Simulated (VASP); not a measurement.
# Ti (P6_3/mmc) in VASP: further runs, part 2 of 2

VASP 6.6.1. The steps go on from the part before.

## Step 4: Single point, PBE

Input file INCAR:

```
PREC = Accurate
ENCUT = 520
EDIFF = 1E-6
ISMEAR = 0
SIGMA = 0.1
LREAL = False
LASPH = True
NELM = 80
ALGO = Fast
ISIF = 2
LWAVE = False
LCHARG = False
GGA = PE
NBANDS = 19
```

Input file KPOINTS:

```
Automatic mesh
0
Gamma
  10 10 6
```

Input file POSCAR:

```
Ti
1.0
    2.9500000000      0.0000000000      0.0000000000
   -1.4750000000      2.5547749412      0.0000000000
    0.0000000000      0.0000000000      4.6800000000
Ti
2
Direct
    0.6666666667      0.3333333333      0.7500000000
    0.3333333333      0.6666666667      0.2500000000
```

Potentials or basis: VASP PAW PBE potentials, release 64 (Ti_sv).

On the command line:

```
> cat potpaw_PBE.64/Ti_sv/POTCAR > POTCAR
> mpirun -np 1 vasp_std > vasp.out
```

OUTCAR:

```text
PREC = Accurate
   ENCUT = 520
   EDIFF = 1E-6
   ISMEAR = 0
   LREAL = False
   LASPH = True
   NELM = 80
   ISIF = 2
   GGA = PE

 ion  position               nearest neighbor table
   1  0.667  0.333  0.750-   2 2.89   2 2.89   2 2.89   2 2.89   2 2.89   2 2.89
   2  0.333  0.667  0.250-   1 2.89   1 2.89   1 2.89   1 2.89   1 2.89   1 2.89

  LATTYP: Found a hexagonal cell.
 ALAT       =     2.9500000000
 C/A-ratio  =     1.5864406780

  Lattice vectors:

 A1 = (   2.9500000000,   0.0000000000,   0.0000000000)
 A2 = (  -1.4750000000,   2.5547749412,   0.0000000000)
 A3 = (   0.0000000000,   0.0000000000,   4.6800000000)

Analysis of symmetry for initial positions (statically):
=====================================================================
 Subroutine PRICEL returns:
 Original cell was already a primitive cell.

 Routine SETGRP: Setting up the symmetry group for a
 hexagonal supercell.

 Subroutine GETGRP returns: Found 24 space group operations
 (whereof 12 operations were pure point group operations)
 out of a pool of 24 trial point group operations.

The static configuration has the point symmetry D_3d.
 The point group associated with its full space group is D_6h.

Analysis of symmetry for dynamics (positions and initial velocities):
=====================================================================
 Subroutine PRICEL returns:
 Original cell was already a primitive cell.

 Routine SETGRP: Setting up the symmetry group for a
 hexagonal supercell.

 Subroutine GETGRP returns: Found 24 space group operations
 (whereof 12 operations were pure point group operations)
 out of a pool of 24 trial point group operations.

The dynamic configuration has the point symmetry D_3d.
 The point group associated with its full space group is D_6h.

[... 105 lines left out ...]
   ISYM   =      2    0-nonsym 1-usesym 2-fastsym
   POTIM  = 0.5000    time-step for ionic-motion
   TEBEG  =    0.0;   TEEND  =   0.0 temperature during run
   PSTRESS=    0.0 pullay stress
   NELECT =      24.0000    total number of electrons
   NUPDOWN=      -1.0000    fix difference up-down
   EMIN   =  10.00;   EMAX   =-10.00  energy-range for DOS
   EFERMI =   0.00;   METHOD = LEGACY
   ISMEAR =     0;   SIGMA  =   0.10  broadening in eV -4-tet -1-fermi 0-gaus
   EFERMI_NEDOS =   21; number of points for ismear=-14 and -15
   IALGO  =     68    algorithm
   IMIX   =      4    mixing-type and parameters
     AMIX     =   0.40;   BMIX     =  1.00
     AMIX_MAG =   1.60;   BMIX_MAG =  1.00
  volume/ion in A,a.u.               =      17.64       119.01
  Fermi-wavevector in a.u.,A,eV,Ry     =   1.439920  2.721055 28.209912  2.073370
  Thomas-Fermi vector in A             =   2.558722
   LORBIT       =      0    0 simple, 1 ext, 2 COOP (PROOUT), +10 PAW based schemes
   GGA     = PE    functional components
   LHFCALC =     F    Hartree Fock is set to
   AEXX    =    0.0000 exact exchange contribution
   IVDW    =     0    specifies the selected vdW correction
   LEPSILON=     F    determine dielectric tensor
   LRPA    =     F    only Hartree local field effects (RPA)
 non-spin polarized calculation
 RMM-DIIS sequential band-by-band and
 Gauss-broadening in eV      SIGMA  =   0.10
  energy-cutoff  :      520.00
  volume of cell :       35.27
 maximum number of plane-waves:       973
 NGX is ok and might be reduce to    24
   NGX = 11   NGY = 11   NGZ = 17

 number of electron      24.0000002 magnetization

 Free energy of the ion-electron system (eV)
  ---------------------------------------------------
  ext. energy  EPLUGINS =         0.00000000
  ---------------------------------------------------
  free energy    TOTEN  =       -15.67200963 eV

  energy without entropy =      -15.65947606  energy(sigma->0) =      -15.66574285

 E-fermi :   8.1653     XC(G=0): -11.4262

 val. band max:        8.1572520895   @ k =   0.0000   0.0000   0.3333
 cond. band min:       8.1802500977   @ k =   0.3000   0.3000   0.3333
 fundamental gap:      0.0229980082
 Fermi energy:         8.1652769663

 k-point     1 :       0.0000    0.0000    0.0000
  band No.  band energies     occupation
      1     -48.7138      2.00000
      2     -48.5861      2.00000
      3     -25.2840      2.00000
      4     -24.6694      2.00000
      5     -24.6694      2.00000
      6     -24.6128      2.00000
[... 505 lines left out ...]
      6     -24.8106      2.00000
[... 11 lines left out ...]
     18      11.5275      0.00000
     19      12.2321      0.00000

 [... further k-points ...]
[... 5 lines left out ...]
  --------------------------------------------------------------------------------------
  -------------------------------------------------------------------------------------
  Total       -0.3576900     -0.3576900     -0.4438482      0.0000000      0.0000000      0.0000000
  in kB      -16.2478861    -16.2478861    -20.1615793      0.0000000      0.0000000      0.0000000
  external PRESSURE =     -17.5524505 kB  Pullay stress =       0.0000000 kB

 VOLUME and BASIS-vectors are now :
 -----------------------------------------------------------------------------
  energy-cutoff  :      520.00
  volume of cell :       35.27
      direct lattice vectors                 reciprocal lattice vectors
     2.950000000  0.000000000  0.000000000     0.338983051  0.195711956  0.000000000
    -1.475000000  2.554774941  0.000000000     0.000000000  0.391423911  0.000000000
     0.000000000  0.000000000  4.680000000     0.000000000  0.000000000  0.213675214

 POSITION                                       TOTAL-FORCE (eV/Angst)
 -----------------------------------------------------------------------------------
      1.47500      0.85159      3.51000        -0.000000     -0.000000      0.000000
     -0.00000      1.70318      1.17000         0.000000      0.000000      0.000000
 -----------------------------------------------------------------------------------
    total drift:                               -0.000000      0.000000     -0.000000

  FREE ENERGIE OF THE ION-ELECTRON SYSTEM (eV)
  ---------------------------------------------------
  free  energy   TOTEN  =       -15.6720096294 eV

  energy  without entropy=      -15.6594760646  energy(sigma->0) =      -15.66574285
```

Wall time 68 s (1 thread of Intel Xeon 6975P-C, shared host); peak memory 0.17 GiB.

What came out:

- Free energy: -15.6720 eV
- Pressure: -1.8 GPa
- Band gap on the k mesh: zero (band 12 reaches 8.94 eV, above the bottom of band 13 at 7.94 eV)

## Step 5: Single point, PBE

Input file INCAR:

```
SYSTEM = Ti
PREC     = Accurate       ! precision mode
ENCUT    = 520            ! plane-wave cutoff, eV
EDIFF    = 1E-6           ! SCF threshold, eV
ISMEAR   = 0              ! smearing method
SIGMA    = 0.011          ! smearing width, eV
LREAL    = .FALSE.        ! projectors in reciprocal space
LASPH    = .TRUE.         ! aspherical terms in the spheres
NELM     = 80             ! most SCF steps
ALGO     = Fast           ! electronic algorithm
ISIF     = 2              ! what is computed and relaxed
LWAVE    = .FALSE.        ! write WAVECAR
LCHARG   = .TRUE.         ! write CHGCAR
GGA      = PE             ! functional
LELF     = .TRUE.         ! ELF
LVHAR    = .TRUE.       
NBANDS   = 19             ! bands
```

Input file KPOINTS:

```
regular mesh
0
G
  10 10 6
  0 0 0
```

POSCAR is that of step 4.

Potentials or basis: VASP PAW PBE potentials, release 64 (Ti_sv).

On the command line:

```
> cat potpaw_PBE.64/Ti_sv/POTCAR > POTCAR
> mpirun -np 1 vasp_std > vasp.out
```

OUTCAR:

```text
SYSTEM = Ti
   PREC = Accurate
   ENCUT = 520
   EDIFF = 1E-6
   ISMEAR = 0
   LREAL = .FALSE.
   LASPH = .TRUE.
   NELM = 80
   ISIF = 2
   GGA = PE

 ion  position               nearest neighbor table
   1  0.667  0.333  0.750-   2 2.89   2 2.89   2 2.89   2 2.89   2 2.89   2 2.89
   2  0.333  0.667  0.250-   1 2.89   1 2.89   1 2.89   1 2.89   1 2.89   1 2.89

  LATTYP: Found a hexagonal cell.
 ALAT       =     2.9500000000
 C/A-ratio  =     1.5864406780

  Lattice vectors:

 A1 = (   2.9500000000,   0.0000000000,   0.0000000000)
 A2 = (  -1.4750000000,   2.5547749412,   0.0000000000)
 A3 = (   0.0000000000,   0.0000000000,   4.6800000000)

Analysis of symmetry for initial positions (statically):
=====================================================================
 Subroutine PRICEL returns:
 Original cell was already a primitive cell.

 Routine SETGRP: Setting up the symmetry group for a
 hexagonal supercell.

 Subroutine GETGRP returns: Found 24 space group operations
 (whereof 12 operations were pure point group operations)
 out of a pool of 24 trial point group operations.

The static configuration has the point symmetry D_3d.
 The point group associated with its full space group is D_6h.

Analysis of symmetry for dynamics (positions and initial velocities):
=====================================================================
 Subroutine PRICEL returns:
 Original cell was already a primitive cell.

 Routine SETGRP: Setting up the symmetry group for a
 hexagonal supercell.

 Subroutine GETGRP returns: Found 24 space group operations
 (whereof 12 operations were pure point group operations)
 out of a pool of 24 trial point group operations.

The dynamic configuration has the point symmetry D_3d.
 The point group associated with its full space group is D_6h.

 Subroutine INISYM returns: Found 24 space group operations
 (whereof 12 operations are pure point group operations),
 and found     1 'primitive' translations

----------------------------------------------------------------------------------------

                                     Primitive cell

  volume of cell :      35.2712

  direct lattice vectors                    reciprocal lattice vectors
     2.950000000  0.000000000  0.000000000     0.338983051  0.195711956  0.000000000
    -1.475000000  2.554774941  0.000000000     0.000000000  0.391423911  0.000000000
     0.000000000  0.000000000  4.680000000     0.000000000  0.000000000  0.213675214

  length of vectors
     2.950000000  2.950000000  4.680000000     0.391423911  0.391423911  0.213675214

  position of ions in fractional coordinates (direct lattice)
     0.666666667  0.333333333  0.750000000
     0.333333333  0.666666667  0.250000000

  ion indices of the primitive-cell ions
   primitive index   ion index
                 1           1
                 2           2

----------------------------------------------------------------------------------------

 KPOINTS: regular mesh

Automatic generation of k-mesh.
 Grid dimensions read from file:
 generate k-points for:   10   10    6

 Generating k-lattice:

  Cartesian coordinates                     Fractional coordinates (reciprocal lattice)
     0.033898305  0.019571196  0.000000000     0.100000000 -0.000000000  0.000000000
     0.000000000  0.039142391  0.000000000     0.000000000  0.100000000  0.000000000
     0.000000000  0.000000000  0.035612536     0.000000000  0.000000000  0.166666667

  Length of vectors
     0.039142391  0.039142391  0.035612536

  Shift w.r.t. Gamma in fractional coordinates (k-lattice)
     0.000000000  0.000000000  0.000000000

 Subroutine IBZKPT returns following result:
 ===========================================

 Found     56 irreducible k-points:

 Following reciprocal coordinates:
            Coordinates               Weight
  0.000000  0.000000  0.000000      1.000000
  0.100000  0.000000  0.000000      6.000000
  0.200000  0.000000  0.000000      6.000000
  0.300000  0.000000  0.000000      6.000000
  0.400000  0.000000  0.000000      6.000000
  0.500000  0.000000  0.000000      3.000000
[... 16 lines left out ...]
  0.300000  0.100000  0.166667     24.000000
  0.400000  0.100000  0.166667     24.000000
 [... further k-points ...]
   k-points           NKPTS =     56   k-points in BZ     NKDIM =     56   number of bands    NBANDS=     19
   number of dos      NEDOS =    301   number of ions     NIONS =      2
   total plane-waves  NPLWV =  20736
   dimension x,y,z NGX =    24 NGY =   24 NGZ =   36
   dimension x,y,z NGXF=    48 NGYF=   48 NGZF=   72
   ions per type =               2
   NGX,Y,Z   is equivalent  to a cutoff of  13.53, 13.53, 12.79 a.u.
   NGXF,Y,Z  is equivalent  to a cutoff of  27.05, 27.05, 25.58 a.u.
 SYSTEM =  Ti
   PREC   = accura    normal or accurate (medium, high low for compatibility)
   ISTART =      0    job   : 0-new  1-cont  2-samecut
   ICHARG =      2    charge: 1-file 2-atom 10-const
   ISPIN  =      1    spin polarized calculation?
   LNONCOLLINEAR =      F non collinear calculations
   LSORBIT =      F    spin-orbit coupling
   LASPH  =      T    aspherical Exc in radial PAW
   ENCUT  =  520.0 eV  38.22 Ry    6.18 a.u.   5.49  5.49  8.70*2*pi/ulx,y,z
   NELM   =     80;   NELMIN=  2; NELMDL= -5     # of ELM steps
   EDIFF  = 0.1E-05   stopping-criterion for ELM
   LREAL  =      F    real-space projection
   EDIFFG = 0.1E-04   stopping-criterion for IOM
   NSW    =      0    number of steps for IOM
   IBRION =     -1    ionic relax: 0-MD 1-quasi-New 2-CG
   NFREE  =      0    steps in history (QN), initial steepest desc. (CG)
   ISIF   =      2    stress and relaxation
   ISYM   =      2    0-nonsym 1-usesym 2-fastsym
   POTIM  = 0.5000    time-step for ionic-motion
   TEBEG  =    0.0;   TEEND  =   0.0 temperature during run
   PSTRESS=    0.0 pullay stress
   NELECT =      24.0000    total number of electrons
   NUPDOWN=      -1.0000    fix difference up-down
   EMIN   =  10.00;   EMAX   =-10.00  energy-range for DOS
   EFERMI =   0.00;   METHOD = LEGACY
   ISMEAR =     0;   SIGMA  =   0.01  broadening in eV -4-tet -1-fermi 0-gaus
   EFERMI_NEDOS =   21; number of points for ismear=-14 and -15
   IALGO  =     68    algorithm
   IMIX   =      4    mixing-type and parameters
     AMIX     =   0.40;   BMIX     =  1.00
     AMIX_MAG =   1.60;   BMIX_MAG =  1.00
  volume/ion in A,a.u.               =      17.64       119.01
  Fermi-wavevector in a.u.,A,eV,Ry     =   1.439920  2.721055 28.209912  2.073370
  Thomas-Fermi vector in A             =   2.558722
   LORBIT       =      0    0 simple, 1 ext, 2 COOP (PROOUT), +10 PAW based schemes
   GGA     = PE    functional components
   LHFCALC =     F    Hartree Fock is set to
   AEXX    =    0.0000 exact exchange contribution
   IVDW    =     0    specifies the selected vdW correction
   LEPSILON=     F    determine dielectric tensor
   LRPA    =     F    only Hartree local field effects (RPA)
 non-spin polarized calculation
 RMM-DIIS sequential band-by-band and
 Gauss-broadening in eV      SIGMA  =   0.01
  energy-cutoff  :      520.00
  volume of cell :       35.27
 maximum number of plane-waves:       973
 NGX is ok and might be reduce to    24
   NGX = 11   NGY = 11   NGZ = 17

 number of electron      24.0000002 magnetization

 Free energy of the ion-electron system (eV)
  ---------------------------------------------------
  ext. energy  EPLUGINS =         0.00000000
  ---------------------------------------------------
  free energy    TOTEN  =       -15.66507907 eV

  energy without entropy =      -15.66479741  energy(sigma->0) =      -15.66493824

 E-fermi :   8.1465     XC(G=0): -11.4271

 val. band max:        8.1390029097   @ k =   0.2000   0.0000   0.3333
 cond. band min:       8.1508489155   @ k =   0.1000   0.1000   0.1667
 fundamental gap:      0.0118460058
 Fermi energy:         8.1464969505

 k-point     1 :       0.0000    0.0000    0.0000
  band No.  band energies     occupation
      1     -48.7218      2.00000
      2     -48.5942      2.00000
      3     -25.2901      2.00000
      4     -24.6776      2.00000
      5     -24.6776      2.00000
      6     -24.6192      2.00000
[... 11 lines left out ...]
     18       9.7717      0.00000
     19      11.2598      0.00000

 k-point     2 :       0.1000    0.0000    0.0000
  band No.  band energies     occupation
      1     -48.7127      2.00000
      2     -48.5906      2.00000
      3     -25.2694      2.00000
      4     -24.7198      2.00000
      5     -24.6916      2.00000
      6     -24.6280      2.00000
[... 476 lines left out ...]
 k-point    24 :       0.4000    0.1000    0.1667
  band No.  band energies     occupation
      1     -48.6089      2.00000
      2     -48.5727      2.00000
      3     -25.1462      2.00000
      4     -25.0390      2.00000
      5     -24.9383      2.00000
      6     -24.8186      2.00000
[... 11 lines left out ...]
     18      11.5206      0.00000
     19      12.2260      0.00000

 [... further k-points ...]
[... 5 lines left out ...]
  --------------------------------------------------------------------------------------
  -------------------------------------------------------------------------------------
  Total       -0.3514292     -0.3514292     -0.4194239      0.0000000      0.0000000      0.0000000
  in kB      -15.9634917    -15.9634917    -19.0521178      0.0000000      0.0000000      0.0000000
  external PRESSURE =     -16.9930338 kB  Pullay stress =       0.0000000 kB

 VOLUME and BASIS-vectors are now :
 -----------------------------------------------------------------------------
  energy-cutoff  :      520.00
  volume of cell :       35.27
      direct lattice vectors                 reciprocal lattice vectors
     2.950000000  0.000000000  0.000000000     0.338983051  0.195711956  0.000000000
    -1.475000000  2.554774941  0.000000000     0.000000000  0.391423911  0.000000000
     0.000000000  0.000000000  4.680000000     0.000000000  0.000000000  0.213675214

 POSITION                                       TOTAL-FORCE (eV/Angst)
 -----------------------------------------------------------------------------------
      1.47500      0.85159      3.51000         0.000000      0.000000      0.000000
     -0.00000      1.70318      1.17000        -0.000000     -0.000000      0.000000
 -----------------------------------------------------------------------------------
    total drift:                               -0.000000      0.000000     -0.000000

  FREE ENERGIE OF THE ION-ELECTRON SYSTEM (eV)
  ---------------------------------------------------
  free  energy   TOTEN  =       -15.6650790741 eV

  energy  without entropy=      -15.6647974133  energy(sigma->0) =      -15.66493824
```

Wall time 64 s (1 thread of Intel Xeon 6975P-C, shared host); peak memory 0.17 GiB.

Results:

```yaml
Free_energy: -15.6651 eV
Pressure: -1.7 GPa
Band_gap_on_the_k_mesh: zero (band 12 reaches 8.94 eV, above the bottom of band 13 at 7.94 eV)
```

## Step 6: Summary

| smearing | gap on the mesh (eV) | pressure (GPa) |
| --- | --- | --- |
| gaussian 0.021 eV | none | -1.7 |
| gaussian 0.023 eV | none | -1.7 |
| gaussian 0.1 eV | none | -1.8 |
| gaussian 0.011 eV | none | -1.7 |

Alike in all rows: task single point; level PBE; potentials or basis VASP PAW PBE potentials, release 64 (Ti_sv); no spin polarisation; cell as given; k mesh 10 × 10 × 6; cutoff (eV) 520.

Every run on the cell as given and a fine mesh finds a metal.

Total energies depend on the potentials used, so only differences within one code and one set of settings carry meaning.
